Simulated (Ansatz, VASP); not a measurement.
**TaN in VASP and in Ansatz**

Contents of INCAR:

```
SYSTEM = TaN
PREC = Accurate
ENCUT = 520
EDIFF = 1E-6
ISMEAR = 0
SIGMA = 0.15
LREAL = .False.
LASPH = .True.
NELM = 80
ALGO = Normal
ISIF = 2
LWAVE = .False.
LCHARG = .False.
GGA = PE
NBANDS = 15
```

The input KPOINTS:

```
Automatic mesh
0
Gamma
  18 18 18
  0 0 0
```

File POSCAR:

```
TaN
1.0
    0.0000000000      2.1136300000      2.1790000000
    2.1136300000      0.0000000000      2.1790000000
    2.1136300000      2.1136300000      0.0000000000
Ta N
1 1
Direct
    0.5000000000      0.5000000000      0.5000000000
    0.0000000000      0.0000000000      0.0000000000
```

Input for Ansatz:

```yaml
crystal:
  lattice:
    - [0.0, 2.11363, 2.179]
    - [2.11363, 0.0, 2.179]
    - [2.11363, 2.11363, 0.0]
  atoms:
    - { symbol: Ta, position: [0.5, 0.5, 0.5] }
    - { symbol: "N", position: [0.0, 0.0, 0.0] }
basis:
  ecutwfc: 420
kpoints:
  mp_grid: { grid: [18, 18, 18] }
hamiltonian:
  xc: pbe
scf:
  occupations: { method: gaussian, width: 0.15 }
output:
  forces: true
  stress: true
  eigenvalues: true
  write_density: true
  write_potential: true
  elf: true
  volumetric_format: npy
```

Change from the starting cell: strain -0.0300 x Voigt [1, 1, 0, 0, 0, 0], atoms carried along.

Alike in both runs: task single point; functional PBE; k mesh 18 × 18 × 18; occupations gaussian, width 0.15 eV; no spin polarisation.

|  | VASP | Ansatz |
| --- | --- | --- |
| version | VASP 6.6.1 | Ansatz 0.2.0 |
| potentials or method | VASP PAW PBE potentials, release 64 (Ta_pv, N), cutoff 520 eV | scalar-relativistic, plane waves, PAW |
| valence electrons in the cell | 16 | 18 |

VASP gave:

```
gap on the k mesh at the Fermi level (eV)                     : none
pressure (GPa)                                                : 44.1
traceless stress, the component that is largest in VASP (GPa) : -17.92
```

Q: What did Ansatz give for the same quantities?

A: gap on the k mesh at the Fermi level (eV): none; pressure (GPa): 42.7; traceless stress, the component that is largest in VASP (GPa): -17.81.

A gap of «none» marks a metal or a gap that the smearing closes. Both programs put the cell under a high pressure, so it lies far from rest at this level. VASP's potentials hold 16 valence electrons a cell and Ansatz's 18, so a difference there can come from the potentials and not from the codes.

Neither program's run includes spin-orbit coupling.
